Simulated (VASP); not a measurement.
# Na in VASP: single point with PBE

Aim: the single point of Na with PBE.

All numbers are computed with VASP 6.6.1; they aren't measurements. Logs are shortened: lines on timing, memory, paths and dates and some standing lists are left out, and cuts for length are marked.

### 1 The cell of the first run

The cell holds a slab with vacuum, 24 atoms: a = 25.139 Å, b = 4.190 Å, c = 20.380 Å, α = 90.00°, β = 90.00°, γ = 90.00°.

### 2 Single point, PBE

The input, INCAR:

```
  PREC = Accurate
  ENCUT = 520
  EDIFF = 1E-6
  ISMEAR = 0
  SIGMA = 0.1
  LREAL = Auto
  LASPH = True
  NELM = 100
  ALGO = Normal
  ISIF = 2
  LWAVE = False
  LCHARG = False
  LDIPOL = True
  IDIPOL = 3
  DIPOL = 0.5 0.5 0.229
  GGA = PE
  NBANDS = 102
```

The input, KPOINTS:

```
Automatic mesh
0
Gamma
  2 8 1
```

The input, POSCAR:

```
Na
1.0
   25.1389500362      0.0000000000      0.0000000000
    0.0000000000      4.1898250060      0.0000000000
    0.0000000000      0.0000000000     20.3796500121
Na
24
Direct
    0.0000000000      0.0000000000      0.0736028342
    0.0833333333      0.5000000000      0.1763971658
    0.1666666667      0.0000000000      0.0736028342
    0.2500000000      0.5000000000      0.1763971658
    0.3333333333      0.0000000000      0.0736028342
    0.4166666667      0.5000000000      0.1763971658
    0.5000000000      0.0000000000      0.0736028342
    0.5833333333      0.5000000000      0.1763971658
    0.6666666667      0.0000000000      0.0736028342
    0.7500000000      0.5000000000      0.1763971658
    0.8333333333      0.0000000000      0.0736028342
    0.9166666667      0.5000000000      0.1763971658
    0.0000000000      0.0000000000      0.2797534079
    0.0833333333      0.5000000000      0.3862250270
    0.1666666667      0.0000000000      0.2797534079
    0.2500000000      0.5000000000      0.3862250270
    0.3333333333      0.0000000000      0.2797534079
    0.4166666667      0.5000000000      0.3862250270
    0.5000000000      0.0000000000      0.2797534079
    0.5833333333      0.5000000000      0.3862250270
    0.6666666667      0.0000000000      0.2797534079
    0.7500000000      0.5000000000      0.3862250270
    0.8333333333      0.0000000000      0.2797534079
    0.9166666667      0.5000000000      0.3862250270
```

Potentials or basis: VASP PAW PBE potentials, release 64 (Na_pv).

Command:

```sh
> cat potpaw_PBE.64/Na_pv/POTCAR > POTCAR
> mpirun -np 1 vasp_std > vasp.out
```

OUTCAR:

```text
PREC = Accurate
   ENCUT = 520
   EDIFF = 1E-6
   ISMEAR = 0
   LREAL = Auto
   LASPH = True
   NELM = 100
   ISIF = 2
   GGA = PE

 ion  position               nearest neighbor table
   1  0.000  0.000  0.074-
   2  0.083  0.500  0.176-
   3  0.167  0.000  0.074-
   4  0.250  0.500  0.176-
   5  0.333  0.000  0.074-
   6  0.417  0.500  0.176-
[... 16 lines left out ...]
  23  0.833  0.000  0.280-
  24  0.917  0.500  0.386-

  LATTYP: Found a simple orthorhombic cell.
 ALAT       =     4.1898250060
 B/A-ratio  =     4.8640814313
 C/A-ratio  =     6.0000000000

  Lattice vectors:

 A1 = (   0.0000000000,   4.1898250060,   0.0000000000)
 A2 = (   0.0000000000,   0.0000000000,  20.3796500121)
 A3 = (  25.1389500362,   0.0000000000,   0.0000000000)

Analysis of symmetry for initial positions (statically):
=====================================================================
 Subroutine PRICEL returns following result:

  LATTYP: Found a simple tetragonal cell.
 ALAT       =     4.1898250069
 C/A-ratio  =     4.8640814303

  Lattice vectors:

 A1 = (   4.1898250069,   0.0000000000,   0.0000000000)
 A2 = (   0.0000000000,   4.1898250060,   0.0000000000)
 A3 = (   0.0000000000,   0.0000000000,  20.3796500121)

   6 primitive cells build up your supercell.

 Routine SETGRP: Setting up the symmetry group for a
 simple orthorhombic supercell.

 Subroutine GETGRP returns: Found  4 space group operations
 (whereof  4 operations were pure point group operations)
 out of a pool of  8 trial point group operations.

The static configuration has the point symmetry C_2v.

Analysis of symmetry for dynamics (positions and initial velocities):
=====================================================================
 Subroutine PRICEL returns following result:

  LATTYP: Found a simple tetragonal cell.
 ALAT       =     4.1898250069
 C/A-ratio  =     4.8640814303

  Lattice vectors:

 A1 = (   4.1898250069,   0.0000000000,   0.0000000000)
 A2 = (   0.0000000000,   4.1898250060,   0.0000000000)
 A3 = (   0.0000000000,   0.0000000000,  20.3796500121)

   6 primitive cells build up your supercell.

 Routine SETGRP: Setting up the symmetry group for a
 simple orthorhombic supercell.

 Subroutine GETGRP returns: Found  4 space group operations
 (whereof  4 operations were pure point group operations)
 out of a pool of  8 trial point group operations.

The dynamic configuration has the point symmetry C_2v.

 Subroutine INISYM returns: Found  4 space group operations
 (whereof  4 operations are pure point group operations),
 and found     6 'primitive' translations

----------------------------------------------------------------------------------------

                                     Primitive cell

  volume of cell :     357.7573

  direct lattice vectors                    reciprocal lattice vectors
     4.189825007  0.000000000  0.000000000     0.238673453  0.000000000  0.000000000
     0.000000000  4.189825006  0.000000000     0.000000000  0.238673453  0.000000000
     0.000000000  0.000000000 20.379650012     0.000000000  0.000000000  0.049068556

  length of vectors
     4.189825007  4.189825006 20.379650012     0.238673453  0.238673453  0.049068556

  position of ions in fractional coordinates (direct lattice)
     0.000000000  0.000000000  0.073602834
     0.500000000  0.500000000  0.176397166
     0.000000000  0.000000000  0.279753408
     0.500000000  0.500000000  0.386225027

  ion indices of the primitive-cell ions
   primitive index   ion index
                 1           1
                 2           2
                 3          13
                 4          14

----------------------------------------------------------------------------------------

 KPOINTS: Automatic mesh

Automatic generation of k-mesh.
 Grid dimensions read from file:
 generate k-points for:    2    8    1

 Generating k-lattice:

  Cartesian coordinates                     Fractional coordinates (reciprocal lattice)
     0.019889454  0.000000000  0.000000000     0.500000000  0.000000000  0.000000000
     0.000000000  0.029834182  0.000000000     0.000000000  0.125000000  0.000000000
     0.000000000  0.000000000  0.049068556     0.000000000  0.000000000  1.000000000

  Length of vectors
     0.019889454  0.029834182  0.049068556

  Shift w.r.t. Gamma in fractional coordinates (k-lattice)
     0.000000000  0.000000000  0.000000000

 Subroutine IBZKPT returns following result:
 ===========================================

 Found     10 irreducible k-points:

 Following reciprocal coordinates:
            Coordinates               Weight
  0.000000  0.000000  0.000000      1.000000
  0.500000  0.000000  0.000000      1.000000
  0.000000  0.125000  0.000000      2.000000
  0.500000  0.125000  0.000000      2.000000
  0.000000  0.250000  0.000000      2.000000
  0.500000  0.250000  0.000000      2.000000
  0.000000  0.375000  0.000000      2.000000
  0.500000  0.375000  0.000000      2.000000
  0.000000  0.500000  0.000000      1.000000
  0.500000  0.500000  0.000000      1.000000
   k-points           NKPTS =     10   k-points in BZ     NKDIM =     10   number of bands    NBANDS=    102
   number of dos      NEDOS =    301   number of ions     NIONS =     24
   total plane-waves  NPLWV = 983040
   dimension x,y,z NGX =   192 NGY =   32 NGZ =  160
   dimension x,y,z NGXF=   384 NGYF=   64 NGZF=  320
   ions per type =              24
   NGX,Y,Z   is equivalent  to a cutoff of  12.70, 12.70, 13.05 a.u.
   NGXF,Y,Z  is equivalent  to a cutoff of  25.39, 25.39, 26.10 a.u.
 SYSTEM =  unknown system
   PREC   = accura    normal or accurate (medium, high low for compatibility)
   ISTART =      0    job   : 0-new  1-cont  2-samecut
   ICHARG =      2    charge: 1-file 2-atom 10-const
   ISPIN  =      1    spin polarized calculation?
   LNONCOLLINEAR =      F non collinear calculations
   LSORBIT =      F    spin-orbit coupling
   LASPH  =      T    aspherical Exc in radial PAW
   ENCUT  =  520.0 eV  38.22 Ry    6.18 a.u.  46.74  7.79 37.89*2*pi/ulx,y,z
   NELM   =    100;   NELMIN=  2; NELMDL= -5     # of ELM steps
   EDIFF  = 0.1E-05   stopping-criterion for ELM
   LREAL  =      T    real-space projection
   EDIFFG = 0.1E-04   stopping-criterion for IOM
   NSW    =      0    number of steps for IOM
   IBRION =     -1    ionic relax: 0-MD 1-quasi-New 2-CG
   NFREE  =      0    steps in history (QN), initial steepest desc. (CG)
   ISIF   =      2    stress and relaxation
   ISYM   =      2    0-nonsym 1-usesym 2-fastsym
   POTIM  = 0.5000    time-step for ionic-motion
   TEBEG  =    0.0;   TEEND  =   0.0 temperature during run
   PSTRESS=    0.0 pullay stress
   NELECT =     168.0000    total number of electrons
   NUPDOWN=      -1.0000    fix difference up-down
   EMIN   =  10.00;   EMAX   =-10.00  energy-range for DOS
   EFERMI =   0.00;   METHOD = LEGACY
   ISMEAR =     0;   SIGMA  =   0.10  broadening in eV -4-tet -1-fermi 0-gaus
   EFERMI_NEDOS =   21; number of points for ismear=-14 and -15
   IALGO  =     38    algorithm
   IMIX   =      4    mixing-type and parameters
     AMIX     =   0.40;   BMIX     =  1.00
     AMIX_MAG =   1.60;   BMIX_MAG =  1.00
  volume/ion in A,a.u.               =      89.44       603.57
  Fermi-wavevector in a.u.,A,eV,Ry     =   0.700269  1.323316  6.671973  0.490376
  Thomas-Fermi vector in A             =   1.784375
   LORBIT       =      0    0 simple, 1 ext, 2 COOP (PROOUT), +10 PAW based schemes
   GGA     = PE    functional components
   LHFCALC =     F    Hartree Fock is set to
   AEXX    =    0.0000 exact exchange contribution
   IVDW    =     0    specifies the selected vdW correction
   LEPSILON=     F    determine dielectric tensor
   LRPA    =     F    only Hartree local field effects (RPA)
 non-spin polarized calculation
 Gauss-broadening in eV      SIGMA  =   0.10
  energy-cutoff  :      520.00
  volume of cell :     2146.54
 maximum number of plane-waves:     57868
 NGX is ok and might be reduce to   192
   NGX = 93   NGY = 15   NGZ = 75

 dipolmoment           0.000000      0.000000      0.002716 electrons x Angstroem

 number of electron     168.0000233 magnetization

 dipolmoment           0.000000      0.000000     -0.001696 electrons x Angstroem

 Free energy of the ion-electron system (eV)
  ---------------------------------------------------
  ext. energy  EPLUGINS =         0.00000000
  ---------------------------------------------------
  free energy    TOTEN  =       -28.60155116 eV

  energy without entropy =      -28.53415561  energy(sigma->0) =      -28.56785339

 E-fermi :  -1.3567     XC(G=0):  -3.5139

 val. band max:       -1.3777418662   @ k =   0.5000   0.2500   0.0000
 cond. band min:      -1.3442694012   @ k =   0.5000   0.2500   0.0000
 fundamental gap:      0.0334724650
 Fermi energy:        -1.3566544517

 k-point     1 :       0.0000    0.0000    0.0000
  band No.  band energies     occupation
      1     -26.7172      2.00000
      2     -26.7171      2.00000
      3     -26.7171      2.00000
      4     -26.7169      2.00000
      5     -26.7169      2.00000
      6     -26.7168      2.00000
[... 88 lines left out ...]
     95      -0.3607      0.00000
     96      -0.3607      0.00000

 k-point     2 :       0.5000    0.0000    0.0000
  band No.  band energies     occupation
      1     -26.7172      2.00000
      2     -26.7172      2.00000
      3     -26.7170      2.00000
      4     -26.7170      2.00000
      5     -26.7168      2.00000
      6     -26.7168      2.00000
[... 781 lines left out ...]
     95       0.1335      0.00000
     96       0.1417      0.00000

 k-point    10 :       0.5000    0.5000    0.0000
  band No.  band energies     occupation
      1     -26.7168      2.00000
      2     -26.7168      2.00000
      3     -26.7165      2.00000
      4     -26.7165      2.00000
      5     -26.7163      2.00000
      6     -26.7163      2.00000
[... 88 lines left out ...]
     95       0.1876      0.00000
     96       0.1876      0.00000
 [bands above 96 left out]

------------------------ aborting loop because EDIFF is reached ----------------------------------------

 vacuum level on the upper side and lower side of the slab       (xc-potential included)        -0.353        -0.285

  FORCE on cell =-STRESS in cart. coord.  units (eV):
  Direction    XX          YY          ZZ          XY          YZ          ZX
  --------------------------------------------------------------------------------------
  -------------------------------------------------------------------------------------
  Total       -3.9932032     -4.9567617      0.2903175      0.0000000      0.0000000      0.0000000
  in kB       -2.9805215     -3.6997202      0.2166926      0.0000000      0.0000000      0.0000000
  external PRESSURE =      -2.1545164 kB  Pullay stress =       0.0000000 kB

 VOLUME and BASIS-vectors are now :
 -----------------------------------------------------------------------------
  energy-cutoff  :      520.00
  volume of cell :     2146.54
      direct lattice vectors                 reciprocal lattice vectors
    25.138950036  0.000000000  0.000000000     0.039778909  0.000000000  0.000000000
     0.000000000  4.189825006  0.000000000     0.000000000  0.238673453  0.000000000
     0.000000000  0.000000000 20.379650012     0.000000000  0.000000000  0.049068556

 POSITION                                       TOTAL-FORCE (eV/Angst)
 -----------------------------------------------------------------------------------
      0.00000      0.00000      1.50000        -0.000000      0.000000     -0.027421
      2.09491      2.09491      3.59491        -0.000000     -0.000000      0.025647
      4.18983      0.00000      1.50000        -0.000000      0.000000     -0.027421
      6.28474      2.09491      3.59491        -0.000000     -0.000000      0.025647
      8.37965      0.00000      1.50000         0.000000      0.000000     -0.027421
     10.47456      2.09491      3.59491        -0.000000     -0.000000      0.025647
[... 16 lines left out ...]
     20.94913      0.00000      5.70128        -0.000000      0.000000      0.000551
     23.04404      2.09491      7.87113        -0.000000      0.000000      0.001223
 -----------------------------------------------------------------------------------
    total drift:                                0.000000     -0.000000      0.000075

  FREE ENERGIE OF THE ION-ELECTRON SYSTEM (eV)
  ---------------------------------------------------
  free  energy   TOTEN  =       -28.6015511616 eV

  energy  without entropy=      -28.5341556088  energy(sigma->0) =      -28.56785339

 vacuum level on the upper side and lower side of the slab         1.021         1.037
```

Run time: 1.7 h. Hardware: 1 thread of Intel Xeon Platinum 8375C at 2.90GHz (Ice Lake), shared host; peak memory 2.4 GiB.

Results:

- Free energy: -28.6016 eV
- Largest force: 0.027 eV/Å
- Band gap on the k mesh: zero (band 84 reaches -0.93 eV, above the bottom of band 85 at -1.97 eV)

Forces in eV/Å, atoms in the order of the input:
```
Na   0.000  0.000 -0.027
Na   0.000  0.000  0.026
Na   0.000  0.000 -0.027
Na   0.000  0.000  0.026
Na   0.000  0.000 -0.027
Na   0.000  0.000  0.026
Na   0.000  0.000 -0.027
Na   0.000  0.000  0.026
Na   0.000  0.000 -0.027
Na   0.000  0.000  0.026
Na   0.000  0.000 -0.027
Na   0.000  0.000  0.026
Na   0.000  0.000  0.001
Na   0.000  0.000  0.001
Na   0.000  0.000  0.001
Na   0.000  0.000  0.001
Na   0.000  0.000  0.001
Na   0.000  0.000  0.001
Na   0.000  0.000  0.001
Na   0.000  0.000  0.001
Na   0.000  0.000  0.001
Na   0.000  0.000  0.001
Na   0.000  0.000  0.001
Na   0.000  0.000  0.001
```

Levels at points of the mesh, in eV from the Fermi level:
```
           k point  band 80  band 81  band 82  band 83  band 84  band 85  band 86  band 87  band 88  band 89
(0.00, 0.00, 0.00)    -1.76    -1.04    -1.04    -0.82    -0.81    -0.61    -0.37    -0.37     0.14     0.14
(0.50, 0.00, 0.00)    -1.47    -1.46    -1.46    -0.55    -0.55    -0.52    -0.52    -0.08    -0.08    -0.05
(0.00, 0.50, 0.00)     0.11     0.12     0.12     0.14     0.14     0.37     0.37     0.38     0.38     1.05
(0.50, 0.50, 0.00)    -0.29     0.20     0.20     0.20     0.20     0.61     0.61     0.62     0.62     0.66
```
